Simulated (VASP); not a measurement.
# Fe2O3 (R-3c) in VASP: further runs

Fe2O3 is run at these levels: PBE+U; tasks: single point.

Program: VASP 6.6.1. These are calculated values, not measurements. Logs are shortened: lines on timing, memory, paths and dates and some standing lists are left out, and cuts for length are marked.

## (1) The cell of the first run

The structure is trigonal, space group R-3c (No. 167). The conventional cell has a = 5.170 Å, b = 5.170 Å, c = 13.940 Å, α = 90.00°, β = 90.00°, γ = 120.00°. Within 2.6 Å of Fe (site symmetry 3) lie 6 O at 2.00 to 2.15 Å. O (site symmetry 2) has 4 Fe at 2.00 to 2.15 Å within 2.6 Å.

## (2) Single point, PBE+U, collinear spin, ferromagnetic start (10.75 Å³/atom)

File INCAR:

```
SYSTEM = Fe2O3
ALGO     = Normal         ! electronic algorithm
EDIFF    = 1E-6           ! SCF threshold, eV
ENCUT    = 600            ! plane-wave cutoff, eV
GGA      = PE             ! functional
GGA_COMPAT= .FALSE.      
ISIF     = 2              ! what is computed and relaxed
ISMEAR   = 0              ! smearing method
ISPIN    = 2              ! spin polarisation
LASPH    = .TRUE.         ! aspherical terms in the spheres
LCHARG   = .TRUE.         ! write CHGCAR
LDAU     = .TRUE.         ! DFT+U
LDAUJ    = 0 0          
LDAUL    = 2 -1           ! shell
LDAUPRINT= 1            
LDAUTYPE = 2            
LDAUU    = 4 0            ! U, eV
LELF     = .TRUE.         ! ELF
LMAXMIX  = 4              ! l up to which the mixer works
LORBIT   = 11             ! projections on sites
LREAL    = .FALSE.        ! projectors in reciprocal space
LVHAR    = .TRUE.       
LWAVE    = .FALSE.        ! write WAVECAR
MAGMOM   = 4.35 4.35 4.35 4.35 0.44 0.44 0.44 0.44 0.44 0.44 ! initial moments
NBANDS   = 49             ! bands
NELM     = 200            ! most SCF steps
PREC     = Accurate       ! precision mode
SIGMA    = 0.05           ! smearing width, eV
```

File KPOINTS:

```
k-points
0
G
  4 4 4
  0 0 0
```

File POSCAR:

```
Fe2O3
1.0
    2.5847951777      1.4923321917      4.6467741314
   -2.5847951777      1.4923321917      4.6467741314
    0.0000000000     -2.9846643833      4.6467741314
Fe O
4 6
Direct
    0.3549336529      0.3549336529      0.3549336529
    0.1450663471      0.1450663471      0.1450663471
    0.6450663471      0.6450663471      0.6450663471
    0.8549336529      0.8549336529      0.8549336529
    0.5536335339      0.9463664661      0.2500000000
    0.2500000000      0.5536335339      0.9463664661
    0.9463664661      0.2500000000      0.5536335339
    0.4463664661      0.0536335339      0.7500000000
    0.7500000000      0.4463664661      0.0536335339
    0.0536335339      0.7500000000      0.4463664661
```

Potentials or basis: VASP PAW PBE potentials, release 64 (Fe, O).

Run with:

```
$ cat potpaw_PBE.64/Fe/POTCAR potpaw_PBE.64/O/POTCAR > POTCAR
$ mpirun -np 1 vasp_std > vasp.out
```

OUTCAR:

```text
SYSTEM = Fe2O3
   EDIFF = 1E-6
   ENCUT = 600
   GGA = PE
   ISIF = 2
   ISMEAR = 0
   ISPIN = 2
   LASPH = .TRUE.
   LORBIT = 11
   LREAL = .FALSE.
   NELM = 200
   PREC = Accurate

 ion  position               nearest neighbor table
   1  0.355  0.355  0.355-  10 2.00   8 2.00   9 2.00   5 2.15   6 2.15   7 2.15   2 2.93   3 3.04
                             3 3.04   3 3.04
   2  0.145  0.145  0.145-   9 2.00   8 2.00  10 2.00   5 2.15   7 2.15   6 2.15   1 2.93   4 3.04
                             4 3.04   4 3.04
   3  0.645  0.645  0.645-   7 2.00   5 2.00   6 2.00   8 2.15   9 2.15  10 2.15   4 2.93   1 3.04
                             1 3.04   1 3.04
   4  0.855  0.855  0.855-   6 2.00   5 2.00   7 2.00   8 2.15  10 2.15   9 2.15   3 2.93   2 3.04
                             2 3.04   2 3.04
   5  0.554  0.946  0.250-   3 2.00   4 2.00   1 2.15   2 2.15
   6  0.250  0.554  0.946-   4 2.00   3 2.00   1 2.15   2 2.15
   7  0.946  0.250  0.554-   3 2.00   4 2.00   2 2.15   1 2.15
   8  0.446  0.054  0.750-   1 2.00   2 2.00   3 2.15   4 2.15
   9  0.750  0.446  0.054-   2 2.00   1 2.00   3 2.15   4 2.15
  10  0.054  0.750  0.446-   1 2.00   2 2.00   4 2.15   3 2.15

  LATTYP: Found a trigonal (rhomboedric) cell.
 ALAT       =     5.5227467178
 COS(alpha) =     0.5619012513

  Lattice vectors:

 A1 = (   2.5847951777,   1.4923321917,   4.6467741314)
 A2 = (  -2.5847951777,   1.4923321917,   4.6467741314)
 A3 = (   0.0000000000,  -2.9846643833,   4.6467741314)

Analysis of symmetry for initial positions (statically):
=====================================================================
 Subroutine PRICEL returns:
 Original cell was already a primitive cell.

 Routine SETGRP: Setting up the symmetry group for a
 trigonal (rhombohedral) supercell.

 Subroutine GETGRP returns: Found 12 space group operations
 (whereof  6 operations were pure point group operations)
 out of a pool of 12 trial point group operations.

The static configuration has the point symmetry S_6 .
 The point group associated with its full space group is D_3d.

Analysis of symmetry for dynamics (positions and initial velocities):
=====================================================================
 Subroutine PRICEL returns:
 Original cell was already a primitive cell.

 Routine SETGRP: Setting up the symmetry group for a
 trigonal (rhombohedral) supercell.

 Subroutine GETGRP returns: Found 12 space group operations
 (whereof  6 operations were pure point group operations)
 out of a pool of 12 trial point group operations.

The dynamic configuration has the point symmetry S_6 .
 The point group associated with its full space group is D_3d.

[... 306 lines left out ...]
 fundamental gap:      1.1994598587
 Fermi energy:         3.3520953056

 spin component 1

 k-point     1 :       0.0000    0.0000    0.0000
  band No.  band energies     occupation
      1     -15.5205      1.00000
      2     -14.1975      1.00000
      3     -14.1975      1.00000
      4     -14.1247      1.00000
      5     -14.1079      1.00000
      6     -14.1079      1.00000
[... 626 lines left out ...]
     45       9.6973      0.00000
     46       9.6973      0.00000
 Fermi energy:         3.3520953056

 spin component 2

 k-point     1 :       0.0000    0.0000    0.0000
  band No.  band energies     occupation
      1     -14.8441      1.00000
      2     -13.3917      1.00000
      3     -13.3109      1.00000
      4     -13.3109      1.00000
      5     -13.2652      1.00000
      6     -13.2652      1.00000
[... 626 lines left out ...]
     45      10.6818      0.00000
     46      10.6818      0.00000
 [bands above 46 left out]

------------------------ aborting loop because EDIFF is reached ----------------------------------------

  FORCE on cell =-STRESS in cart. coord.  units (eV):
  Direction    XX          YY          ZZ          XY          YZ          ZX
  --------------------------------------------------------------------------------------
  -------------------------------------------------------------------------------------
  Total       -2.9946005     -2.9946005     -2.5577366      0.0000000     -0.0000000      0.0000000
  in kB      -44.6123420    -44.6123420    -38.1041200      0.0000000     -0.0000000      0.0000000
  external PRESSURE =     -42.4429347 kB  Pullay stress =       0.0000000 kB

 VOLUME and BASIS-vectors are now :
 -----------------------------------------------------------------------------
  energy-cutoff  :      600.00
  volume of cell :      107.55
      direct lattice vectors                 reciprocal lattice vectors
     2.584795178  1.492332192  4.646774131     0.193438925  0.111682015  0.071734352
    -2.584795178  1.492332192  4.646774131    -0.193438925  0.111682015  0.071734352
     0.000000000 -2.984664383  4.646774131     0.000000000 -0.223364031  0.071734352

 POSITION                                       TOTAL-FORCE (eV/Angst)
 -----------------------------------------------------------------------------------
      0.00000      0.00000      4.94789        -0.000000     -0.000000     -0.139210
      0.00000      0.00000      2.02227        -0.000000      0.000000      0.139210
      0.00000      0.00000      8.99243        -0.000000      0.000000      0.139210
      0.00000      0.00000     11.91805        -0.000000     -0.000000     -0.139210
     -1.01513      1.49233      8.13185         0.027434      0.000000     -0.000000
     -0.78483     -1.62530      8.13185        -0.013717      0.023759     -0.000000
      1.79996      0.13297      8.13185        -0.013717     -0.023759     -0.000000
      1.01513     -1.49233      5.80847        -0.027434      0.000000     -0.000000
      0.78483      1.62530      5.80847         0.013717     -0.023759     -0.000000
     -1.79996     -0.13297      5.80847         0.013717      0.023759     -0.000000
 -----------------------------------------------------------------------------------
    total drift:                               -0.000000      0.000000      0.000000

  FREE ENERGIE OF THE ION-ELECTRON SYSTEM (eV)
  ---------------------------------------------------
  free  energy   TOTEN  =       -67.5351746337 eV

  energy  without entropy=      -67.5351746337  energy(sigma->0) =      -67.53517463

 total charge

# of ion       s       p       d       tot
------------------------------------------
    1        0.361   0.493   5.749   6.603
    2        0.361   0.493   5.749   6.603
    3        0.361   0.493   5.749   6.603
    4        0.361   0.493   5.749   6.603
    5        1.555   3.458   0.000   5.013
    6        1.555   3.458   0.000   5.013
    7        1.555   3.458   0.000   5.013
    8        1.555   3.458   0.000   5.013
    9        1.555   3.458   0.000   5.013
   10        1.555   3.458   0.000   5.013
--------------------------------------------------
tot         10.771  22.724  22.997  56.493

 magnetization (x)

# of ion       s       p       d       tot
------------------------------------------
    1        0.027   0.040   4.258   4.324
    2        0.027   0.040   4.258   4.324
    3        0.027   0.040   4.258   4.324
    4        0.027   0.040   4.258   4.324
    5        0.021   0.351   0.000   0.372
    6        0.021   0.351   0.000   0.372
    7        0.021   0.351   0.000   0.372
    8        0.021   0.351   0.000   0.372
    9        0.021   0.351   0.000   0.372
   10        0.021   0.351   0.000   0.372
--------------------------------------------------
tot          0.231   2.265  17.031  19.527
```

OSZICAR:

```text
N       E                     dE             d eps       ncg     rms          rms(c)
DAV:   1     0.862256223913E+03    0.86226E+03   -0.34416E+04  2556   0.183E+03
DAV:   2     0.697653929174E+02   -0.79249E+03   -0.71347E+03  2661   0.446E+02
DAV:   3    -0.842752936887E+02   -0.15404E+03   -0.14565E+03  2919   0.215E+02
DAV:   4    -0.925168681859E+02   -0.82416E+01   -0.81817E+01  3160   0.525E+01
DAV:   5    -0.927447453396E+02   -0.22788E+00   -0.22738E+00  3079   0.852E+00    0.474E+01
DAV:   6    -0.662362724948E+02    0.26508E+02   -0.14706E+02  3754   0.136E+02    0.682E+01
DAV:   7    -0.677282675722E+02   -0.14920E+01   -0.18232E+01  3386   0.421E+01    0.343E+01
DAV:   8    -0.675658500841E+02    0.16242E+00   -0.25884E+00  3382   0.841E+00    0.244E+01
DAV:   9    -0.675319181648E+02    0.33932E-01   -0.45488E-01  3673   0.124E+01    0.411E+00
DAV:  10    -0.675619993439E+02   -0.30081E-01   -0.17277E-01  3044   0.663E+00    0.242E+00
DAV:  11    -0.675332297565E+02    0.28770E-01   -0.13134E-01  3219   0.654E+00    0.785E-01
DAV:  12    -0.675346478164E+02   -0.14181E-02   -0.21527E-02  3007   0.811E-01    0.305E-01
DAV:  13    -0.675348602351E+02   -0.21242E-03   -0.11043E-03  3734   0.422E-01    0.172E-01
DAV:  14    -0.675351926349E+02   -0.33240E-03   -0.41816E-04  3611   0.177E-01    0.212E-01
DAV:  15    -0.675351715992E+02    0.21036E-04   -0.32872E-04  3155   0.256E-01    0.394E-02
DAV:  16    -0.675351742833E+02   -0.26841E-05   -0.60244E-05  2995   0.127E-01    0.233E-02
DAV:  17    -0.675351746337E+02   -0.35044E-06   -0.37606E-06  2608   0.157E-02
   1 F= -.67535175E+02 E0= -.67535175E+02  d E =-.643253E-11  mag=    19.9999
```

Wall time 9.9 min (1 thread of Oxide Virtual Turin-like, shared host); peak memory 0.41 GiB.

Results:

```yaml
Free_energy: -67.5352 eV
Pressure: -4.2 GPa
Largest_force: 0.139 eV/Å
Band_gap_on_the_k_mesh: 1.20 eV (least direct gap 1.39 eV)
Net_moment: 20.00 μB per cell
Site_moments: Fe +4.32; O +0.37 μB
Valence_electrons_inside_the_program's_atomic_spheres: Fe 6.60; O 5.01
```

Forces in eV/Å, atoms in the order of the input:
```
Fe   0.000  0.000 -0.139
Fe   0.000  0.000  0.139
Fe   0.000  0.000  0.139
Fe   0.000  0.000 -0.139
O    0.027  0.000  0.000
O   -0.014  0.024  0.000
O   -0.014 -0.024  0.000
O   -0.027  0.000  0.000
O    0.014 -0.024  0.000
O    0.014  0.024  0.000
```

Stress tensor (GPa, compression positive):
```
-4.46  0.00  0.00
 0.00 -4.46  0.00
 0.00  0.00 -3.81
```

Levels at points of the mesh, in eV from the valence-band top:
Spin up:
| k point | band 42 | band 43 | band 44 | band 45 | band 46 | band 47 |
| --- | --- | --- | --- | --- | --- | --- |
| (0.00, 0.00, 0.00) | -0.43 | 0.00 | 0.00 | 3.94 | 7.92 | 9.85 |
| (0.50, 0.00, 0.00) | -0.81 | -0.30 | -0.30 | 7.18 | 7.18 | 8.71 |
| (0.50, 0.50, 0.00) | -0.29 | -0.20 | -0.17 | 7.69 | 7.75 | 8.95 |
| (0.50, 0.50, 0.50) | -0.32 | -0.32 | -0.32 | 6.56 | 6.56 | 10.42 |
Spin down:
| k point | band 22 | band 23 | band 24 | band 25 | band 26 | band 27 |
| --- | --- | --- | --- | --- | --- | --- |
| (0.00, 0.00, 0.00) | -0.92 | -0.92 | -0.72 | 1.43 | 1.43 | 1.46 |
| (0.50, 0.00, 0.00) | -1.74 | -0.90 | -0.90 | 1.33 | 1.33 | 1.72 |
| (0.50, 0.50, 0.00) | -1.63 | -1.45 | -1.02 | 1.33 | 1.37 | 1.47 |
| (0.50, 0.50, 0.50) | -1.44 | -1.44 | -1.44 | 1.65 | 1.65 | 1.65 |

Eigenvalues of the final occupation matrices:
```csv
site,spin,trace,eigenvalues
site 1 d,1,5.02,0.98 0.98 0.98 1.04 1.04
site 1 d,2,0.75,0.06 0.06 0.08 0.27 0.27
site 2 d,1,5.02,0.98 0.98 0.98 1.04 1.04
site 2 d,2,0.75,0.06 0.06 0.08 0.27 0.27
site 3 d,1,5.02,0.98 0.98 0.98 1.04 1.04
site 3 d,2,0.75,0.06 0.06 0.08 0.27 0.27
site 4 d,1,5.02,0.98 0.98 0.98 1.04 1.04
site 4 d,2,0.75,0.06 0.06 0.08 0.27 0.27
```

Caveat: the cell stands under tension; the run started ferromagnetic, and an antiferromagnetic order may lie lower in energy.

## (3) Single point, PBE+U, collinear spin, ferromagnetic start (10.79 Å³/atom)

This run uses another cell than the first one, of 10.79 Å³/atom.

File INCAR:

```
SYSTEM = Fe2O3
PREC     = Accurate       ! precision mode
ENCUT    = 600            ! plane-wave cutoff, eV
EDIFF    = 1E-6           ! SCF threshold, eV
ISMEAR   = 0              ! smearing method
SIGMA    = 0.05           ! smearing width, eV
LREAL    = .FALSE.        ! projectors in reciprocal space
LASPH    = .TRUE.         ! aspherical terms in the spheres
NELM     = 200            ! most SCF steps
ALGO     = Normal         ! electronic algorithm
ISIF     = 2              ! what is computed and relaxed
LWAVE    = .FALSE.        ! write WAVECAR
LCHARG   = .TRUE.         ! write CHGCAR
ISPIN    = 2              ! spin polarisation
MAGMOM   = 4.35 4.35 4.35 4.35 0.44 0.44 0.44 0.44 0.44 0.44 ! initial moments
LORBIT   = 11             ! projections on sites
LMAXMIX  = 4              ! l up to which the mixer works
LDAU     = .TRUE.         ! DFT+U
LDAUTYPE = 2            
LDAUL    = 2 -1           ! shell
LDAUU    = 4 0            ! U, eV
LDAUJ    = 0 0          
LDAUPRINT= 1            
GGA      = PE             ! functional
LELF     = .TRUE.         ! ELF
LVHAR    = .TRUE.       
NBANDS   = 49             ! bands
GGA_COMPAT= .FALSE.
```

File KPOINTS:

```
Automatic mesh
0
G
  4 4 4
  0 0 0
```

File POSCAR:

```
Fe2O3
1.0
    2.5872225778      1.4937336517      4.6554456204
   -2.5872225778      1.4937336517      4.6554456204
    0.0000000000     -2.9874673035      4.6554456204
Fe O
4 6
Direct
    0.3549275188      0.3549275188      0.3549275188
    0.1450724812      0.1450724812      0.1450724812
    0.6450724812      0.6450724812      0.6450724812
    0.8549275188      0.8549275188      0.8549275188
    0.5536061140      0.9463938860      0.2500000000
    0.2500000000      0.5536061140      0.9463938860
    0.9463938860      0.2500000000      0.5536061140
    0.4463938860      0.0536061140      0.7500000000
    0.7500000000      0.4463938860      0.0536061140
    0.0536061140      0.7500000000      0.4463938860
```

Potentials or basis: VASP PAW PBE potentials, release 64 (Fe, O).

Run with:

```
$ cat potpaw_PBE.64/Fe/POTCAR potpaw_PBE.64/O/POTCAR > POTCAR
$ mpirun -np 1 vasp_std > vasp.out
```

Wall time 9.8 min (1 thread of Oxide Virtual Turin-like, shared host); peak memory 0.41 GiB.

It converged, with:

| Property | Result |
| --- | --- |
| Free energy | -67.5250 eV |
| Pressure | -4.9 GPa |
| Largest force | 0.141 eV/Å |
| Band gap on the k mesh | 1.21 eV (least direct gap 1.40 eV) |
| Net moment | 20.00 μB per cell |
| Site moments | Fe +4.32; O +0.37 μB |
| Valence electrons inside the program's atomic spheres | Fe 6.60; O 5.01 |

Forces on the atoms (eV/Å):
```
Fe   0.000  0.000 -0.141
Fe   0.000  0.000  0.141
Fe   0.000  0.000  0.141
Fe   0.000  0.000 -0.141
O    0.030  0.000  0.000
O   -0.015  0.026  0.000
O   -0.015 -0.026  0.000
O   -0.030  0.000  0.000
O    0.015 -0.026  0.000
O    0.015  0.026  0.000
```

Stress tensor (GPa, compression positive):
```
-5.05  0.00  0.00
 0.00 -5.05  0.00
 0.00  0.00 -4.49
```

Levels at points of the mesh, in eV from the valence-band top:
Spin up:
```
           k point  band 42  band 43  band 44  band 45  band 46  band 47
(0.00, 0.00, 0.00)    -0.43     0.00     0.00     3.92     7.92     9.84
(0.50, 0.00, 0.00)    -0.81    -0.29    -0.29     7.16     7.16     8.69
(0.50, 0.50, 0.00)    -0.29    -0.19    -0.17     7.67     7.72     8.95
(0.50, 0.50, 0.50)    -0.31    -0.31    -0.31     6.54     6.54    10.40
```
Spin down:
| k point | band 22 | band 23 | band 24 | band 25 | band 26 | band 27 |
| --- | --- | --- | --- | --- | --- | --- |
| (0.00, 0.00, 0.00) | -0.90 | -0.90 | -0.71 | 1.43 | 1.43 | 1.47 |
| (0.50, 0.00, 0.00) | -1.73 | -0.89 | -0.89 | 1.34 | 1.34 | 1.72 |
| (0.50, 0.50, 0.00) | -1.61 | -1.43 | -1.01 | 1.34 | 1.37 | 1.47 |
| (0.50, 0.50, 0.50) | -1.43 | -1.43 | -1.43 | 1.65 | 1.65 | 1.65 |

Eigenvalues of the final occupation matrices:
```csv
site,spin,trace,eigenvalues
site 1 d,1,5.02,0.98 0.98 0.98 1.04 1.04
site 1 d,2,0.75,0.06 0.06 0.08 0.27 0.27
site 2 d,1,5.02,0.98 0.98 0.98 1.04 1.04
site 2 d,2,0.75,0.06 0.06 0.08 0.27 0.27
site 3 d,1,5.02,0.98 0.98 0.98 1.04 1.04
site 3 d,2,0.75,0.06 0.06 0.08 0.27 0.27
site 4 d,1,5.02,0.98 0.98 0.98 1.04 1.04
site 4 d,2,0.75,0.06 0.06 0.08 0.27 0.27
```

Caveat: the cell stands under tension; the run started ferromagnetic, and an antiferromagnetic order may lie lower in energy. The state reached can hang on the start; a lower one may exist.
